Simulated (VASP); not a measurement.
# HfB5 (F-43m) in VASP: a series of runs

The runs below take HfB5 through single point, relaxation of cell and atoms, with PBE.

Everything below comes from runs of VASP 6.6.1. Logs are shortened: lines on timing, memory, paths and dates and some standing lists are left out, and cuts for length are marked.

## (1) The cell of the first run

The structure is cubic, space group F-43m (No. 216). The conventional cell has a = 5.937 Å, b = 5.937 Å, c = 5.937 Å, α = 90.00°, β = 90.00°, γ = 90.00°. Hf (site symmetry -43m) has 16 B at 2.50 to 2.57 Å within 3.3 Å. B (site symmetry -43m) has 12 B at 2.44 Å and 4 Hf at 2.57 Å within 3.2 Å. B (site symmetry 3m) has 6 B at 1.83 to 2.37 Å within 2.4 Å.

## (2) Single point, PBE

INCAR

```
PREC = Accurate
ENCUT = 520
EDIFF = 1E-6
ISMEAR = 0
SIGMA = 0.1
LREAL = F
LASPH = T
NELM = 100
ALGO = Normal
ISIF = 2
LWAVE = F
LCHARG = T
GGA = PE
LELF = T
LVHAR = T
NBANDS = 22
```

KPOINTS

```
Automatic mesh
0
Gamma
  12 12 12
```

POSCAR

```
HfB5
1.0
    0.0000000000      2.9685347177      2.9685347177
    2.9685347177      0.0000000000      2.9685347177
    2.9685347177      2.9685347177      0.0000000000
Hf B
1 5
Direct
    0.0000000000      0.0000000000      0.0000000000
    0.2500000000      0.2500000000      0.2500000000
    0.6087236842      0.6087236842      0.6087236842
    0.1738289474      0.6087236842      0.6087236842
    0.6087236842      0.6087236842      0.1738289474
    0.6087236842      0.1738289474      0.6087236842
```

Potentials or basis: VASP PAW PBE potentials, release 64 (Hf_pv, B).

The run is started by

```
cat potpaw_PBE.64/Hf_pv/POTCAR potpaw_PBE.64/B/POTCAR > POTCAR
mpirun -np 1 vasp_std > vasp.out
```

OUTCAR:

```text
PREC = Accurate
   ENCUT = 520
   EDIFF = 1E-6
   ISMEAR = 0
   LREAL = F
   LASPH = T
   NELM = 100
   ISIF = 2
   GGA = PE

 ion  position               nearest neighbor table
   1  0.000  0.000  0.000-   3 2.50   5 2.50   6 2.50   3 2.50   4 2.50   5 2.50   3 2.50   4 2.50
                             6 2.50   4 2.50   5 2.50   6 2.50   2 2.57   2 2.57   2 2.57   2 2.57
   2  0.250  0.250  0.250-   1 2.57   1 2.57   1 2.57   1 2.57
   3  0.609  0.609  0.609-   4 1.83   5 1.83   6 1.83   1 2.50   1 2.50   1 2.50
   4  0.174  0.609  0.609-   3 1.83   5 1.83   6 1.83   1 2.50   1 2.50   1 2.50
   5  0.609  0.609  0.174-   3 1.83   4 1.83   6 1.83   1 2.50   1 2.50   1 2.50
   6  0.609  0.174  0.609-   3 1.83   4 1.83   5 1.83   1 2.50   1 2.50   1 2.50

  LATTYP: Found a face centered cubic cell.
 ALAT       =     5.9370694354

  Lattice vectors:

 A1 = (   0.0000000000,   2.9685347177,   2.9685347177)
 A2 = (   2.9685347177,   0.0000000000,   2.9685347177)
 A3 = (   2.9685347177,   2.9685347177,   0.0000000000)

Analysis of symmetry for initial positions (statically):
=====================================================================
 Subroutine PRICEL returns:
 Original cell was already a primitive cell.

 Routine SETGRP: Setting up the symmetry group for a
 face centered cubic supercell.

 Subroutine GETGRP returns: Found 24 space group operations
 (whereof 24 operations were pure point group operations)
 out of a pool of 48 trial point group operations.

The static configuration has the point symmetry T_d .

Analysis of symmetry for dynamics (positions and initial velocities):
=====================================================================
 Subroutine PRICEL returns:
 Original cell was already a primitive cell.

 Routine SETGRP: Setting up the symmetry group for a
 face centered cubic supercell.

 Subroutine GETGRP returns: Found 24 space group operations
 (whereof 24 operations were pure point group operations)
 out of a pool of 48 trial point group operations.

The dynamic configuration has the point symmetry T_d .

 Subroutine INISYM returns: Found 24 space group operations
 (whereof 24 operations are pure point group operations),
 and found     1 'primitive' translations

----------------------------------------------------------------------------------------

                                     Primitive cell

[... 99 lines left out ...]
   LREAL  =      F    real-space projection
   EDIFFG = 0.1E-04   stopping-criterion for IOM
   NSW    =      0    number of steps for IOM
   IBRION =     -1    ionic relax: 0-MD 1-quasi-New 2-CG
   NFREE  =      0    steps in history (QN), initial steepest desc. (CG)
   ISIF   =      2    stress and relaxation
   ISYM   =      2    0-nonsym 1-usesym 2-fastsym
   POTIM  = 0.5000    time-step for ionic-motion
   TEBEG  =    0.0;   TEEND  =   0.0 temperature during run
   PSTRESS=    0.0 pullay stress
   NELECT =      25.0000    total number of electrons
   NUPDOWN=      -1.0000    fix difference up-down
   EMIN   =  10.00;   EMAX   =-10.00  energy-range for DOS
   EFERMI =   0.00;   METHOD = LEGACY
   ISMEAR =     0;   SIGMA  =   0.10  broadening in eV -4-tet -1-fermi 0-gaus
   EFERMI_NEDOS =   21; number of points for ismear=-14 and -15
   IALGO  =     38    algorithm
   IMIX   =      4    mixing-type and parameters
     AMIX     =   0.40;   BMIX     =  1.00
     AMIX_MAG =   1.60;   BMIX_MAG =  1.00
  volume/ion in A,a.u.               =       8.72        58.84
  Fermi-wavevector in a.u.,A,eV,Ry     =   1.279880  2.418623 22.287618  1.638094
  Thomas-Fermi vector in A             =   2.412340
   LORBIT       =      0    0 simple, 1 ext, 2 COOP (PROOUT), +10 PAW based schemes
   GGA     = PE    functional components
   LHFCALC =     F    Hartree Fock is set to
   AEXX    =    0.0000 exact exchange contribution
   IVDW    =     0    specifies the selected vdW correction
   LEPSILON=     F    determine dielectric tensor
   LRPA    =     F    only Hartree local field effects (RPA)
 non-spin polarized calculation
 Gauss-broadening in eV      SIGMA  =   0.10
  energy-cutoff  :      520.00
  volume of cell :       52.32
 maximum number of plane-waves:      1424
   NGX = 15   NGY = 15   NGZ = 15

 number of electron      24.9999998 magnetization

 Free energy of the ion-electron system (eV)
  ---------------------------------------------------
  ext. energy  EPLUGINS =         0.00000000
  ---------------------------------------------------
  free energy    TOTEN  =       -38.65541408 eV

  energy without entropy =      -38.64442084  energy(sigma->0) =      -38.64991746

 E-fermi :   6.6665     XC(G=0): -12.3358

 val. band max:        6.6621622650   @ k =  -0.4167   0.2500   0.0833
 cond. band min:       6.6681626698   @ k =   0.5000   0.2500   0.0000
 fundamental gap:      0.0060004048
 Fermi energy:         6.6665047869

 k-point     1 :       0.0000    0.0000    0.0000
  band No.  band energies     occupation
      1     -22.5397      2.00000
      2     -22.5397      2.00000
      3     -22.5397      2.00000
      4      -7.7182      2.00000
      5      -0.2503      2.00000
      6       1.3302      2.00000
[... 589 lines left out ...]
     21      13.9028      0.00000
     22      14.3758      0.00000

 [... further k-points ...]

------------------------ aborting loop because EDIFF is reached ----------------------------------------

  FORCE on cell =-STRESS in cart. coord.  units (eV):
  Direction    XX          YY          ZZ          XY          YZ          ZX
  --------------------------------------------------------------------------------------
  -------------------------------------------------------------------------------------
  Total        0.1106268      0.1106268      0.1106268      0.0000000      0.0000000     -0.0000000
  in kB        3.3877736      3.3877736      3.3877736      0.0000000      0.0000000     -0.0000000
  external PRESSURE =       3.3877736 kB  Pullay stress =       0.0000000 kB

 VOLUME and BASIS-vectors are now :
 -----------------------------------------------------------------------------
  energy-cutoff  :      520.00
  volume of cell :       52.32
      direct lattice vectors                 reciprocal lattice vectors
     0.000000000  2.968534718  2.968534718    -0.168433267  0.168433267  0.168433267
     2.968534718  0.000000000  2.968534718     0.168433267 -0.168433267  0.168433267
     2.968534718  2.968534718  0.000000000     0.168433267  0.168433267 -0.168433267

 POSITION                                       TOTAL-FORCE (eV/Angst)
 -----------------------------------------------------------------------------------
      0.00000      0.00000      0.00000         0.000000      0.000000      0.000000
      1.48427      1.48427      1.48427         0.000000      0.000000      0.000000
      3.61403      3.61403      3.61403         0.002328      0.002328      0.002328
      3.61403      2.32303      2.32303         0.002328     -0.002328     -0.002328
      2.32303      2.32303      3.61403        -0.002328     -0.002328      0.002328
      2.32303      3.61403      2.32303        -0.002328      0.002328     -0.002328
 -----------------------------------------------------------------------------------
    total drift:                               -0.000000     -0.000000     -0.000000

  FREE ENERGIE OF THE ION-ELECTRON SYSTEM (eV)
  ---------------------------------------------------
  free  energy   TOTEN  =       -38.6554140762 eV

  energy  without entropy=      -38.6444208438  energy(sigma->0) =      -38.64991746
```

stdout:

```text
POSCAR found type information on POSCAR HfB
 POSCAR found :  2 types and       6 ions
 scaLAPACK will be used
 LDA part: xc-table for (Slater+PW92), standard interpolation
 POSCAR, INCAR and KPOINTS ok, starting setup
 FFT: planning ... GRIDC
 FFT: planning ... GRID_SOFT
 FFT: planning ... GRID
 WAVECAR not read
 entering main loop
```

Wall time 26 s (1 thread of Intel Xeon 6975P-C (Granite Rapids), shared host); peak memory 0.21 GiB.

What came out:

```
Free energy   : -38.6554 eV
Pressure      : 0.3 GPa
Largest force : 0.004 eV/Å
```

Forces in eV/Å, atoms in the order of the input:
```
Hf   0.000  0.000  0.000
B    0.000  0.000  0.000
B    0.002  0.002  0.002
B    0.002 -0.002 -0.002
B   -0.002 -0.002  0.002
B   -0.002  0.002 -0.002
```

Caveat: spin-orbit coupling is left out, which moves the levels of the heavy elements.

## (3) Relaxation of cell and atoms, PBE

INCAR

```
SYSTEM = HfB5
  ALGO = Normal
  EDIFF = 1E-6
  EDIFFG = -0.01
  ENCUT = 600
  GGA = PE
  IBRION = 2
  ISIF = 3
  ISMEAR = 0
  LASPH = .True.
  LCHARG = .False.
  LREAL = .False.
  LWAVE = .False.
  NELM = 60
  NSW = 100
  PREC = Accurate
  SIGMA = 0.1
```

KPOINTS

```
k-points
0
Gamma
  12 12 12
  0 0 0
```

POSCAR

```
HfB5
1.0
    0.0000000000      2.9670284067      2.9670284067
    2.9670284067      0.0000000000      2.9670284067
    2.9670284067      2.9670284067      0.0000000000
Hf B
1 5
Direct
    0.0000000000      0.0000000000      0.0000000000
    0.2500000000      0.2500000000      0.2500000000
    0.6091128285      0.6091128285      0.6091128285
    0.1726615144      0.6091128285      0.6091128285
    0.6091128285      0.6091128285      0.1726615144
    0.6091128285      0.1726615144      0.6091128285
```

Potentials or basis: VASP PAW PBE potentials, release 64 (Hf_pv, B).

The run is started by

```
cat potpaw_PBE.64/Hf_pv/POTCAR potpaw_PBE.64/B/POTCAR > POTCAR
mpirun -np 1 vasp_std > vasp.out
```

Run time: 74 s. Hardware: 1 thread of Intel Xeon 6975P-C (Granite Rapids), shared host; peak memory 0.25 GiB.

Results (log left out):

```yaml
Free_energy: -38.6593 eV
Relaxed_volume: 8.73 Å³/atom
Relaxed_cell: a = 4.201 Å, b = 4.201 Å, c = 4.201 Å, α = 60.00°, β = 60.00°, γ = 60.00°
Space_group_after_relaxing_to_0.05_Å: F-43m (No. 216)
Energy_gained_by_relaxing: 0.1 meV/atom
Ionic_steps: 5
Pressure_after_relaxing: 0.0 GPa
```

Step by step:
```
step  energy change (eV)  largest force (eV/Å)  pressure (GPa)  volume (Å³)
   1              0.0000                0.0513            0.36        52.24
   2             -0.0005                0.0283           -0.04        52.39
   3             -0.0006                0.0178           -0.20        52.45
   4             -0.0006                0.0138            0.11        52.39
   5             -0.0006                0.0007            0.00        52.41
```

Final structure:
```
CELL_PARAMETERS angstrom
0.00000 2.97026 2.97026
2.97026 0.00000 2.97026
2.97026 2.97026 0.00000
ATOMIC_POSITIONS crystal
Hf 0.00000 0.00000 0.00000
B 0.25000 0.25000 0.25000
B 0.60868 0.60868 0.60868
B 0.17395 0.60868 0.60868
B 0.60868 0.60868 0.17395
B 0.60868 0.17395 0.60868
```

Levels at points of the mesh, in eV from the Fermi level:
| k point | band 11 | band 12 | band 13 | band 14 | band 15 | band 16 |
| --- | --- | --- | --- | --- | --- | --- |
| (0.00, 0.00, 0.00) | -2.65 | -2.64 | -2.64 | -2.64 | 3.39 | 3.39 |
| (0.50, 0.00, 0.00) | -1.74 | -0.32 | -0.32 | 1.79 | 3.02 | 3.02 |
| (0.50, 0.50, 0.00) | 0.20 | 1.13 | 1.13 | 1.43 | 3.10 | 3.10 |

Caveat: spin-orbit coupling is left out, which moves the levels of the heavy elements.
